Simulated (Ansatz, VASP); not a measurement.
Bi2Se3 in VASP and in Ansatz

```xyz
10
Lattice="-2.0937 3.6263 0.0000 -6.2810 -3.6263 0.0000 2.0937 1.2088 10.4340" Properties=species:S:1:pos:R:3 pbc="T T T"
Bi   -6.2671   -1.2008    1.9517
Bi   -4.2012    2.4095    1.9461
Bi    0.0139    2.4256    8.4879
Bi   -4.2012    2.4095    8.4823
Se   -4.1364    0.0294    0.0119
Se   -0.0509   -0.0294   -0.0119
Se   -4.2200   -0.0189    6.9502
Se   -2.0609    3.6452    6.8872
Se   -2.1264    1.1899    3.5468
Se   -4.1546   -2.3987    3.4838
```

Change from the starting cell: mode 25 (137.8 1/cm) frozen in, largest displacement -0.060 Å.

Alike in both runs: task single point; functional PBE; k mesh 8 × 4 × 4; occupations gaussian, width 0.05 eV; no spin polarisation.

|  | VASP | Ansatz |
| --- | --- | --- |
| version | VASP 6.6.1 | Ansatz 0.2.0 |
| potentials or method | VASP PAW PBE potentials, release 64 (Bi_d, Se), cutoff 520 eV | scalar-relativistic, plane waves, PAW |
| valence electrons in the cell | 96 | 156 |

|  | VASP | Ansatz | Ansatz less VASP |
| --- | --- | --- | --- |
| gap on the k mesh at the Fermi level (eV) | 0.70 | 0.70 | +0.002 |
| least direct gap on the mesh (eV) | 0.70 | 0.70 | 0.000 |
| pressure (GPa) | 0.1 | 0.1 | -0.01 |
| traceless stress, the component that is largest in VASP (GPa) | -0.06 | -0.06 | 0.000 |
| rms of the force components (eV/Å) | 0.159 | 0.158 | -0.0006 |

Atom by atom the forces differ by 0.005 eV/Å (rms over components). VASP's potentials hold 96 valence electrons a cell and Ansatz's 156, so a difference there can come from the potentials and not from the codes.

Neither program's run includes spin-orbit coupling.
